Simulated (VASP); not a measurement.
# Sr (C2/m) in VASP: a series of runs

The runs below take Sr through single point, with PBEsol.

Everything below comes from runs of VASP 6.6.1. Logs are shortened: lines on timing, memory, paths and dates and some standing lists are left out, and cuts for length are marked.

## 1. The cell of the first run

The typed cell holds 2 atoms: a = 4.670 Å, b = 4.670 Å, c = 4.675 Å, α = 90.00°, β = 87.42°, γ = 90.00°.

## 2. Single point, PBEsol (shear of c along a, cell held: +4.5 %)

The input, INCAR:

```
ALGO     = Fast           # electronic algorithm
EDIFF    = 1E-7           # SCF threshold, eV
ENCUT    = 520            # plane-wave cutoff, eV
GGA      = PS             # functional
ISIF     = 2              # what is computed and relaxed
ISMEAR   = 0              # smearing method
LASPH    = True           # aspherical terms in the spheres
LCHARG   = False          # write CHGCAR
LREAL    = False          # projectors in reciprocal space
LWAVE    = False          # write WAVECAR
NBANDS   = 17             # bands
NELM     = 80             # most SCF steps
PREC     = Accurate       # precision mode
SIGMA    = 0.1            # smearing width, eV
```

The input, KPOINTS:

```
k-points
0
Gamma
  12 12 12
```

The input, POSCAR:

```
Sr
1.0
    4.6699047934      0.0000000000      0.0000000000
    0.0000000000      4.6699047934      0.0000000000
    0.2101457157      0.0000000000      4.6699047934
Sr
2
Direct
    0.0000000000      0.0000000000      0.0000000000
    0.5000000000      0.5000000000      0.5000000000
```

Potentials or basis: VASP PAW PBE potentials, release 64 (Sr_sv).

Command:

```console
$ cat potpaw_PBE.64/Sr_sv/POTCAR > POTCAR
$ mpirun -np 1 vasp_std > vasp.out
```

OUTCAR:

```text
EDIFF = 1E-7
   ENCUT = 520
   GGA = PS
   ISIF = 2
   ISMEAR = 0
   LASPH = True
   LREAL = False
   NELM = 80
   PREC = Accurate

 ion  position               nearest neighbor table
   1  0.000  0.000  0.000-   2 3.98   2 3.98   2 3.98   2 3.98   2 4.11   2 4.11   2 4.11   2 4.11

   2  0.500  0.500  0.500-   1 3.98   1 3.98   1 3.98   1 3.98   1 4.11   1 4.11   1 4.11   1 4.11

  LATTYP: Found a simple monoclinic cell.
 ALAT       =     4.6699047934
 B/A-ratio  =     1.0000000000
 C/A-ratio  =     1.0010119879
 COS(beta)  =    -0.0449545066

  Lattice vectors:

 A1 = (   4.6699047934,   0.0000000000,   0.0000000000)
 A2 = (   0.0000000000,  -4.6699047934,   0.0000000000)
 A3 = (  -0.2101457157,   0.0000000000,  -4.6699047934)

Analysis of symmetry for initial positions (statically):
=====================================================================
 Subroutine PRICEL returns following result:

  LATTYP: Found a base centered monoclinic cell.
 ALAT       =     6.4573571847
 B/A-ratio  =     0.7231913397
 C/A-ratio  =     0.7231913397
 COS(beta)  =    -0.6906477294

  Lattice vectors:

 A1 = (  -2.2298795389,   2.3349523967,   2.3349523967)
 A2 = (  -2.2298795389,  -2.3349523967,   2.3349523967)
 A3 = (   4.6699047934,   0.0000000000,   0.0000000000)

   2 primitive cells build up your supercell.

 Routine SETGRP: Setting up the symmetry group for a
 simple monoclinic supercell.

 Subroutine GETGRP returns: Found  4 space group operations
 (whereof  4 operations were pure point group operations)
 out of a pool of  4 trial point group operations.

The static configuration has the point symmetry C_2h.

Analysis of symmetry for dynamics (positions and initial velocities):
=====================================================================
 Subroutine PRICEL returns following result:

  LATTYP: Found a base centered monoclinic cell.
 ALAT       =     6.4573571847
 B/A-ratio  =     0.7231913397
 C/A-ratio  =     0.7231913397
 COS(beta)  =    -0.6906477294

  Lattice vectors:

 A1 = (  -2.2298795389,   2.3349523967,   2.3349523967)
 A2 = (  -2.2298795389,  -2.3349523967,   2.3349523967)
 A3 = (   4.6699047934,   0.0000000000,   0.0000000000)

   2 primitive cells build up your supercell.

 Routine SETGRP: Setting up the symmetry group for a
 simple monoclinic supercell.

 Subroutine GETGRP returns: Found  4 space group operations
 (whereof  4 operations were pure point group operations)
 out of a pool of  4 trial point group operations.

The dynamic configuration has the point symmetry C_2h.

 Subroutine INISYM returns: Found  4 space group operations
 (whereof  4 operations are pure point group operations),
 and found     2 'primitive' translations

----------------------------------------------------------------------------------------

                                     Primitive cell

  volume of cell :      50.9207

  direct lattice vectors                    reciprocal lattice vectors
    -2.229879539  2.334952397  2.334952397    -0.000000000  0.214137128  0.214137128
    -2.229879539 -2.334952397  2.334952397     0.000000000 -0.214137128  0.214137128
     4.669904793  0.000000000  0.000000000     0.214137128  0.000000000  0.204500957

  length of vectors
     3.984516049  3.984516049  4.669904793     0.302835630  0.302835630  0.296100238

  position of ions in fractional coordinates (direct lattice)
     0.000000000  0.000000000  0.000000000

  ion indices of the primitive-cell ions
   primitive index   ion index
                 1           1

----------------------------------------------------------------------------------------

 KPOINTS: k-points

Automatic generation of k-mesh.
 Grid dimensions read from file:
 generate k-points for:   12   12   12

 Generating k-lattice:

  Cartesian coordinates                     Fractional coordinates (reciprocal lattice)
     0.017844761  0.000000000 -0.000803014     0.083333333  0.000000000 -0.000000000
     0.000000000  0.017844761  0.000000000     0.000000000  0.083333333  0.000000000
     0.000000000  0.000000000  0.017844761     0.000000000  0.000000000  0.083333333

  Length of vectors
     0.017862819  0.017844761  0.017844761

  Shift w.r.t. Gamma in fractional coordinates (k-lattice)
     0.000000000  0.000000000  0.000000000

 Subroutine IBZKPT returns following result:
 ===========================================

 Found    518 irreducible k-points:

 Following reciprocal coordinates:
            Coordinates               Weight
  0.000000  0.000000  0.000000      1.000000
  0.083333  0.000000  0.000000      2.000000
  0.166667  0.000000 -0.000000      2.000000
  0.250000  0.000000  0.000000      2.000000
  0.333333  0.000000  0.000000      2.000000
  0.416667  0.000000 -0.000000      2.000000
[... 16 lines left out ...]
  0.083333  0.250000  0.000000      4.000000
  0.166667  0.250000 -0.000000      4.000000
 [... further k-points ...]
   k-points           NKPTS =    518   k-points in BZ     NKDIM =    518   number of bands    NBANDS=     17
   number of dos      NEDOS =    301   number of ions     NIONS =      2
   total plane-waves  NPLWV =  46656
   dimension x,y,z NGX =    36 NGY =   36 NGZ =   36
   dimension x,y,z NGXF=    72 NGYF=   72 NGZF=   72
   ions per type =               2
   NGX,Y,Z   is equivalent  to a cutoff of  12.82, 12.82, 12.80 a.u.
   NGXF,Y,Z  is equivalent  to a cutoff of  25.63, 25.63, 25.61 a.u.
 SYSTEM =  unknown system
   PREC   = accura    normal or accurate (medium, high low for compatibility)
   ISTART =      0    job   : 0-new  1-cont  2-samecut
   ICHARG =      2    charge: 1-file 2-atom 10-const
   ISPIN  =      1    spin polarized calculation?
   LNONCOLLINEAR =      F non collinear calculations
   LSORBIT =      F    spin-orbit coupling
   LASPH  =      T    aspherical Exc in radial PAW
   ENCUT  =  520.0 eV  38.22 Ry    6.18 a.u.   8.68  8.68  8.69*2*pi/ulx,y,z
   NELM   =     80;   NELMIN=  2; NELMDL= -5     # of ELM steps
   EDIFF  = 0.1E-06   stopping-criterion for ELM
   LREAL  =      F    real-space projection
   EDIFFG = 0.1E-05   stopping-criterion for IOM
   NSW    =      0    number of steps for IOM
   IBRION =     -1    ionic relax: 0-MD 1-quasi-New 2-CG
   NFREE  =      0    steps in history (QN), initial steepest desc. (CG)
   ISIF   =      2    stress and relaxation
   ISYM   =      2    0-nonsym 1-usesym 2-fastsym
   POTIM  = 0.5000    time-step for ionic-motion
   TEBEG  =    0.0;   TEEND  =   0.0 temperature during run
   PSTRESS=    0.0 pullay stress
   NELECT =      20.0000    total number of electrons
   NUPDOWN=      -1.0000    fix difference up-down
   EMIN   =  10.00;   EMAX   =-10.00  energy-range for DOS
   EFERMI =   0.00;   METHOD = LEGACY
   ISMEAR =     0;   SIGMA  =   0.10  broadening in eV -4-tet -1-fermi 0-gaus
   EFERMI_NEDOS =   21; number of points for ismear=-14 and -15
   IALGO  =     68    algorithm
   IMIX   =      4    mixing-type and parameters
     AMIX     =   0.40;   BMIX     =  1.00
     AMIX_MAG =   1.60;   BMIX_MAG =  1.00
  volume/ion in A,a.u.               =      50.92       343.63
  Fermi-wavevector in a.u.,A,eV,Ry     =   0.951576  1.798218 12.320032  0.905497
  Thomas-Fermi vector in A             =   2.080059
   LORBIT       =      0    0 simple, 1 ext, 2 COOP (PROOUT), +10 PAW based schemes
   GGA     = PS    functional components
   LHFCALC =     F    Hartree Fock is set to
   AEXX    =    0.0000 exact exchange contribution
   IVDW    =     0    specifies the selected vdW correction
   LEPSILON=     F    determine dielectric tensor
   LRPA    =     F    only Hartree local field effects (RPA)
 non-spin polarized calculation
 RMM-DIIS sequential band-by-band and
 Gauss-broadening in eV      SIGMA  =   0.10
  energy-cutoff  :      520.00
  volume of cell :      101.84
 maximum number of plane-waves:      2770
   NGX = 17   NGY = 17   NGZ = 17

 number of electron      20.0000001 magnetization

 Free energy of the ion-electron system (eV)
  ---------------------------------------------------
  ext. energy  EPLUGINS =         0.00000000
  ---------------------------------------------------
  free energy    TOTEN  =        -3.67037696 eV

  energy without entropy =       -3.66046142  energy(sigma->0) =       -3.66541919

 E-fermi :   1.7402     XC(G=0):  -7.6721

 val. band max:        1.7378624351   @ k =  -0.1667   0.0833   0.1667
 cond. band min:       1.7418308776   @ k =   0.4167   0.5000   0.4167
 fundamental gap:      0.0039684425
 Fermi energy:         1.7402081977

 k-point     1 :       0.0000    0.0000    0.0000
  band No.  band energies     occupation
      1     -34.6247      2.00000
      2     -34.5850      2.00000
      3     -16.7217      2.00000
      4     -16.6948      2.00000
      5     -16.6669      2.00000
      6     -16.5138      2.00000
[... 9 lines left out ...]
     16       5.6745      0.00000
     17       5.6962      0.00000

 k-point     2 :       0.0833    0.0000    0.0000
  band No.  band energies     occupation
      1     -34.6239      2.00000
      2     -34.5856      2.00000
      3     -16.7194      2.00000
      4     -16.6914      2.00000
      5     -16.6657      2.00000
      6     -16.5182      2.00000
[... 9 lines left out ...]
     16       5.4736      0.00000
     17       5.5334      0.00000

 k-point     3 :       0.1667    0.0000   -0.0000
  band No.  band energies     occupation
      1     -34.6217      2.00000
      2     -34.5873      2.00000
      3     -16.7127      2.00000
      4     -16.6815      2.00000
      5     -16.6614      2.00000
      6     -16.5329      2.00000
[... 392 lines left out ...]
 k-point    23 :       0.0833    0.2500    0.0000
  band No.  band energies     occupation
      1     -34.6176      2.00000
      2     -34.5905      2.00000
      3     -16.7083      2.00000
      4     -16.6702      2.00000
      5     -16.6379      2.00000
      6     -16.5758      2.00000
[... 9 lines left out ...]
     16       4.6443      0.00000
     17       4.7908      0.00000

 k-point    24 :       0.1667    0.2500   -0.0000
  band No.  band energies     occupation
      1     -34.6160      2.00000
      2     -34.5917      2.00000
      3     -16.7254      2.00000
      4     -16.6550      2.00000
      5     -16.6227      2.00000
      6     -16.6077      2.00000
[... 9 lines left out ...]
     16       4.9368      0.00000
     17       5.1459      0.00000

 [... further k-points ...]

------------------------ aborting loop because EDIFF is reached ----------------------------------------

  FORCE on cell =-STRESS in cart. coord.  units (eV):
  Direction    XX          YY          ZZ          XY          YZ          ZX
  --------------------------------------------------------------------------------------
  -------------------------------------------------------------------------------------
  Total       -0.0019075      0.0526602      0.0352777      0.0000000      0.0000000     -0.4411601
  in kB       -0.0300088      0.8284552      0.5549927      0.0000000      0.0000000     -6.9403710
  external PRESSURE =       0.4511464 kB  Pullay stress =       0.0000000 kB

 VOLUME and BASIS-vectors are now :
 -----------------------------------------------------------------------------
  energy-cutoff  :      520.00
  volume of cell :      101.84
      direct lattice vectors                 reciprocal lattice vectors
     4.669904793  0.000000000  0.000000000     0.214137128  0.000000000 -0.009636171
     0.000000000  4.669904793  0.000000000     0.000000000  0.214137128  0.000000000
     0.210145716  0.000000000  4.669904793     0.000000000  0.000000000  0.214137128

 POSITION                                       TOTAL-FORCE (eV/Angst)
 -----------------------------------------------------------------------------------
      0.00000      0.00000      0.00000        -0.000000     -0.000000     -0.000000
      2.44003      2.33495      2.33495         0.000000      0.000000      0.000000
 -----------------------------------------------------------------------------------
    total drift:                                0.000000      0.000000      0.000000

  FREE ENERGIE OF THE ION-ELECTRON SYSTEM (eV)
  ---------------------------------------------------
  free  energy   TOTEN  =        -3.6703769562 eV

  energy  without entropy=       -3.6604614236  energy(sigma->0) =       -3.66541919
```

Wall time 25 min (1 thread of Oxide Virtual Turin-like, shared host); peak memory 0.75 GiB.

Results:

| Property | Result |
| --- | --- |
| Free energy | -3.6704 eV |
| Pressure | 0.0 GPa |
| Band gap on the k mesh | zero (bands 10 and 11 overlap by 0.51 eV) |

Caveat: the cell differs from its parent crystal (shear of c along a, cell held: +4.5 %); the PAW data sets were made with another functional, which shifts forces and pressure a little.

## 3. Single point, PBEsol (shear of c along a, cell held: +6.0 %)

The input, INCAR:

```
PREC = Accurate ; ENCUT = 520
EDIFF = 1E-7 ; ISMEAR = 0
SIGMA = 0.1 ; LREAL = F
LASPH = T ; NELM = 100
ALGO = Fast ; ISIF = 2
LWAVE = F ; LCHARG = F
GGA = PS ; NBANDS = 17
```

The input, KPOINTS:

```
regular mesh
0
Gamma
  12 12 12
```

Changes to POSCAR since step 2:

```diff
@@ -4,3 +4,3 @@
     0.0000000000      4.6699047934      0.0000000000
-    0.2101457157      0.0000000000      4.6699047934
+    0.2801942876      0.0000000000      4.6699047934
 Sr
```

Potentials or basis: VASP PAW PBE potentials, release 64 (Sr_sv).

Command:

```console
$ cat potpaw_PBE.64/Sr_sv/POTCAR > POTCAR
$ mpirun -np 1 vasp_std > vasp.out
```

It took 10 min on 1 thread of Oxide Virtual Turin-like, shared host; peak memory 0.76 GiB.

Results (log left out):

```yaml
Free_energy: -3.6627 eV
Pressure: 0.1 GPa
Band_gap_on_the_k_mesh: zero (bands 10 and 11 overlap by 0.48 eV)
```

Stress tensor (GPa, compression positive):
```
-0.03  0.00 -0.92
 0.00  0.12  0.00
-0.92  0.00  0.07
```

Levels at points of the mesh, in eV from the Fermi level:
| k point | band 8 | band 9 | band 10 | band 11 | band 12 | band 13 |
| --- | --- | --- | --- | --- | --- | --- |
| (0.00, 0.00, 0.00) | -18.24 | -3.75 | -0.23 | -0.20 | 2.25 | 2.41 |
| (0.50, 0.00, 0.00) | -18.34 | -1.74 | -1.74 | 1.23 | 1.23 | 2.26 |
| (0.00, 0.50, 0.00) | -18.32 | -1.74 | -1.74 | 1.25 | 1.25 | 2.22 |
| (0.50, 0.50, 0.00) | -18.25 | -1.04 | -1.04 | 0.38 | 0.38 | 1.20 |
| (0.00, 0.00, 0.50) | -18.34 | -1.74 | -1.74 | 1.23 | 1.23 | 2.26 |
| (0.50, 0.00, 0.50) | -18.24 | -1.16 | -0.94 | 0.18 | 0.59 | 1.18 |
| (0.00, 0.50, 0.50) | -18.25 | -1.04 | -1.04 | 0.38 | 0.38 | 1.22 |
| (0.50, 0.50, 0.50) | -18.37 | 0.28 | 0.28 | 0.38 | 0.38 | 0.51 |

Caveat: the cell differs from its parent crystal (shear of c along a, cell held: +6.0 %); the PAW data sets were made with another functional, which shifts forces and pressure a little.
